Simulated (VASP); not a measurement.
# Cu (P6_3/mmc) in VASP: further runs, part 2 of 2

VASP 6.6.1. The steps go on from the part before.

**5. Relaxation of cell and atoms, revPBE**

This run uses another cell than the first one, of 11.44 Å³/atom, 0.930 times its volume.

File INCAR:

```
  ALGO = Normal
  EDIFF = 1E-6
  EDIFFG = -0.01
  ENCUT = 600
  GGA = RE
  IBRION = 2
  ISIF = 3
  ISMEAR = -1
  LASPH = True
  LCHARG = False
  LREAL = False
  LWAVE = False
  NELM = 60
  NSW = 60
  PREC = Accurate
  SIGMA = 0.05
```

File KPOINTS:

```
k-points
0
Gamma
  12 12 7
```

File POSCAR:

```
Cu
1.0
    2.5340966698      0.0000000000      0.0000000000
   -1.2670483349      2.1945920917      0.0000000000
    0.0000000000      0.0000000000      4.1125710000
Cu
2
Direct
    0.6666666667      0.3333333333      0.7500000000
    0.3333333333      0.6666666667      0.2500000000
```

Started as:

```bash
> cat potpaw_PBE.64/Cu/POTCAR > POTCAR
> mpirun -np 1 vasp_std > vasp.out
```

It took 54 s on 1 thread of AMD EPYC 9R45 (Zen 5), shared host; peak memory 0.13 GiB.

The run converged. Its results:

```
Free energy                            : -6.6775 eV
Relaxed volume                         : 12.36 Å³/atom
Relaxed cell                           : a = 2.601 Å, b = 2.601 Å, c = 4.220 Å, α = 90.00°, β = 90.00°, γ = 120.00°
Space group after relaxing (to 0.05 Å) : P6_3/mmc (No. 194)
Energy gained by relaxing              : 31.3 meV/atom
Ionic steps                            : 6
Pressure after relaxing                : 0.0 GPa
Band gap on the k mesh                 : zero (band 11 reaches 11.01 eV, above the bottom of band 12 at 5.33 eV)
```

Stress tensor (GPa, compression positive):
```
 0.09  0.00  0.00
 0.00  0.09  0.00
 0.00  0.00 -0.10
```

Step by step:
| step | energy change (eV) | largest force (eV/Å) | pressure (GPa) | volume (Å³) |
| --- | --- | --- | --- | --- |
| 1 | 0.0000 | 0.0000 | 11.79 | 22.87 |
| 2 | -0.0469 | 0.0000 | -4.58 | 25.77 |
| 3 | -0.0627 | 0.0000 | 0.07 | 24.72 |
| 4 | -0.0627 | 0.0000 | -0.16 | 24.76 |
| 5 | -0.0627 | 0.0000 | 0.16 | 24.71 |
| 6 | -0.0627 | 0.0000 | 0.03 | 24.72 |

Final structure:
```cif
data_structure
_symmetry_space_group_name_H-M 'P 1'
_symmetry_Int_Tables_number 1
_cell_length_a 2.6006
_cell_length_b 2.6006
_cell_length_c 4.2204
_cell_angle_alpha 90.000
_cell_angle_beta 90.000
_cell_angle_gamma 120.000
_cell_volume 24.72
loop_
_atom_site_label
_atom_site_type_symbol
_atom_site_fract_x
_atom_site_fract_y
_atom_site_fract_z
_atom_site_occupancy
Cu1 Cu 0.66667 0.33333 0.75000 1
Cu2 Cu 0.33333 0.66667 0.25000 1
```

Levels at points of the mesh, in eV from the Fermi level:
```csv
k point,band 8,band 9,band 10,band 11,band 12,band 13,band 14,band 15
"(0.00, 0.00, 0.00)",-2.35,-2.35,-1.64,-1.64,-0.79,3.68,20.89,21.00
"(0.50, 0.00, 0.00)",-1.56,-1.51,-1.47,0.04,1.49,7.62,7.97,10.43
```

Caveat: the PAW data sets were made with another functional, which shifts forces and pressure a little.

**6. Relaxation of cell and atoms, BLYP**

This run uses another cell than the first one, of 11.44 Å³/atom, 0.930 times its volume.

File INCAR:

```
SYSTEM = Cu
AGGAC = 1.0
AGGAX = 1.0
ALDAC = 0.0
ALDAX = 1.0
ALGO = Normal
EDIFF = 1E-6
EDIFFG = -0.01
ENCUT = 600
GGA = B5
IBRION = 2
ISIF = 3
ISMEAR = -1
LASPH = .True.
LCHARG = .False.
LREAL = .False.
LWAVE = .False.
NELM = 100
NSW = 60
PREC = Accurate
SIGMA = 0.05
```

File KPOINTS:

```
k-points
0
Gamma
  12 12 7
  0 0 0
```

POSCAR is that of step 5.

Potentials or basis: VASP PAW PBE potentials, release 64 (Cu).

Started as:

```bash
> cat potpaw_PBE.64/Cu/POTCAR > POTCAR
> mpirun -np 1 vasp_std > vasp.out
```

OUTCAR:

```text
SYSTEM = Cu
   EDIFF = 1E-6
   EDIFFG = -0.01
   ENCUT = 600
   GGA = B5
   IBRION = 2
   ISIF = 3
   ISMEAR = -1
   LASPH = .True.
   LREAL = .False.
   NELM = 100
   NSW = 60
   PREC = Accurate

 ion  position               nearest neighbor table
   1  0.667  0.333  0.750-   2 2.52   2 2.52   2 2.52   2 2.52   2 2.52   2 2.52
   2  0.333  0.667  0.250-   1 2.52   1 2.52   1 2.52   1 2.52   1 2.52   1 2.52

  LATTYP: Found a hexagonal cell.
 ALAT       =     2.5340966698
 C/A-ratio  =     1.6228942838

  Lattice vectors:

 A1 = (   2.5340966698,   0.0000000000,   0.0000000000)
 A2 = (  -1.2670483349,   2.1945920917,   0.0000000000)
 A3 = (   0.0000000000,   0.0000000000,   4.1125710000)

Analysis of symmetry for initial positions (statically):
=====================================================================
 Subroutine PRICEL returns:
 Original cell was already a primitive cell.

[... 371 lines left out ...]
  band No.  band energies     occupation
      1      -1.5725      2.00000
      2       2.4352      2.00000
      3       4.2562      2.00000
      4       4.2812      2.00000
      5       4.2812      2.00000
      6       4.4692      2.00000
      7       4.4692      2.00000
      8       4.6675      2.00000
      9       4.6675      2.00000
     10       5.3659      2.00000
     11       5.3659      2.00000
     12       6.6111      1.99985
     13      10.5815      0.00000
     14      27.1824      0.00000
[... 401 lines left out ...]
      2       3.1151      2.00000
      3       3.3780      2.00000
      4       3.8612      2.00000
      5       4.3032      2.00000
      6       4.3188      2.00000
      7       4.6088      2.00000
      8       5.1512      2.00000
      9       5.1767      2.00000
     10       5.2279      2.00000
     11       5.4558      2.00000
     12       9.6383      0.00000
     13      13.5798      0.00000
     14      14.4637      0.00000
     15      19.7218      0.00000

 [... further k-points ...]
[... 5 lines left out ...]
  --------------------------------------------------------------------------------------
  -------------------------------------------------------------------------------------
  Total        0.0196815      0.0196815      0.0179567      0.0000000      0.0000000      0.0000000
  in kB        1.2306347      1.2306347      1.1227885      0.0000000      0.0000000      0.0000000
  external PRESSURE =       1.1946860 kB  Pullay stress =       0.0000000 kB
[... 17 lines left out ...]
  FREE ENERGIE OF THE ION-ELECTRON SYSTEM (eV)
  ---------------------------------------------------
  free  energy   TOTEN  =        -5.9397702922 eV

  energy  without entropy=       -5.9324031675  energy(sigma->0) =       -5.93608673

 reached required accuracy - stopping structural energy minimisation
```

OSZICAR:

```text
N       E                     dE             d eps       ncg     rms          rms(c)
DAV:   1     0.130960670329E+03    0.13096E+03   -0.11764E+04  2352   0.293E+03
DAV:   2    -0.258734480125E+01   -0.13355E+03   -0.12907E+03  2280   0.334E+02
[... 82 lines left out ...]
  10 F= -.59397704E+01 E0= -.59361165E+01  d E =-.100081E-03
       N       E                     dE             d eps       ncg     rms          rms(c)
DAV:   1    -0.593984153795E+01   -0.71398E-04   -0.16976E-03  3002   0.665E-01    0.641E-02
DAV:   2    -0.593979656776E+01    0.44970E-04   -0.30655E-04  2525   0.491E-01    0.328E-02
DAV:   3    -0.593977743370E+01    0.19134E-04   -0.68734E-05  2497   0.232E-01    0.189E-02
DAV:   4    -0.593977020893E+01    0.72248E-05   -0.61053E-06  3090   0.701E-02    0.125E-03
DAV:   5    -0.593977029222E+01   -0.83290E-07   -0.14788E-06  1364   0.170E-02
  11 F= -.59397703E+01 E0= -.59360867E+01  d E =-.999844E-04
```

CONTCAR:

```text
Cu
   1.00000000000000
     2.6384600447766142    0.0000000000000000   -0.0000000000000000
    -1.3192300223883071    2.2849734256553780   -0.0000000000000000
     0.0000000000000000   -0.0000000000000000    4.2501755622448991
  Cu
     2
Direct
     0.6666666667000030    0.3333333332999970    0.7500000000000000
     0.3333333332999970    0.6666666667000030    0.2500000000000000

  0.00000000E+00  0.00000000E+00  0.00000000E+00
  0.00000000E+00  0.00000000E+00  0.00000000E+00
```

Run time: 2.6 min. Hardware: 1 thread of AMD EPYC 9R45 (Zen 5), shared host; peak memory 0.13 GiB.

Results:

```yaml
Free_energy: -5.9398 eV
Relaxed_volume: 12.81 Å³/atom
Relaxed_cell: a = 2.638 Å, b = 2.638 Å, c = 4.250 Å, α = 90.00°, β = 90.00°, γ = 120.00°
Space_group_after_relaxing_to_0.05_Å: P6_3/mmc (No. 194)
Energy_gained_by_relaxing: 64.3 meV/atom
Ionic_steps: 11
Pressure_after_relaxing: 0.1 GPa
Band_gap_on_the_k_mesh: zero (band 11 reaches 10.90 eV, above the bottom of band 12 at 5.23 eV)
```

Step by step:
```csv
step,energy change (eV),largest force (eV/Å),pressure (GPa),volume (Å³)
1,0.0000,0.0000,16.62,22.87
2,-0.1050,0.0000,-5.03,27.03
3,-0.1284,0.0000,0.01,25.63
4,-0.1284,0.0000,-0.24,25.68
5,-0.1285,0.0000,0.02,25.62
6,-0.1286,0.0000,0.34,25.57
7,-0.1286,0.0000,0.12,25.59
8,-0.1286,0.0000,0.24,25.58
9,-0.1287,0.0000,0.12,25.62
10,-0.1287,0.0000,-0.11,25.63
11,-0.1287,0.0000,0.12,25.62
```

Final structure:
```
Cu
1.0
     2.63846    0.00000    0.00000
    -1.31923    2.28497    0.00000
     0.00000    0.00000    4.25018
Cu
2
Direct
  0.66667 0.33333 0.75000
  0.33333 0.66667 0.25000
```

Caveat: the PAW data sets were made with another functional, which shifts forces and pressure a little.

**7. Overview**

```csv
task,level,cell,cutoff (eV),gap on the mesh (eV),pressure (GPa),relaxed volume (Å³/atom)
single point,revPBE,"a = 2.596, b = 2.596, c = 4.213 Å, angles 90.0, 90.0, 120.0°, 2 atoms",520,none,1.0,-
single point,BLYP,"a = 2.633, b = 2.633, c = 4.244 Å, angles 90.0, 90.0, 120.0°, 2 atoms",520,none,0.6,-
single point,r2SCAN,"a = 2.534, b = 2.534, c = 4.113 Å, angles 90.0, 90.0, 120.0°, 2 atoms",520,none,1.1,-
relaxation of cell and atoms,revPBE,"relaxed from a = 2.534, b = 2.534, c = 4.113 Å, angles 90.0, 90.0, 120.0°, 2 atoms",600,none,0.0,12.36
relaxation of cell and atoms,BLYP,"relaxed from a = 2.534, b = 2.534, c = 4.113 Å, angles 90.0, 90.0, 120.0°, 2 atoms",600,none,0.1,12.81
```

Alike in all rows: potentials or basis VASP PAW PBE potentials, release 64 (Cu); no spin polarisation; k mesh 12 × 12 × 7; smearing fermi-dirac 0.05 eV.

Caveats: the PAW data sets were made with another functional, which shifts forces and pressure a little.

Absolute energies hang on the potentials; compare differences alone.
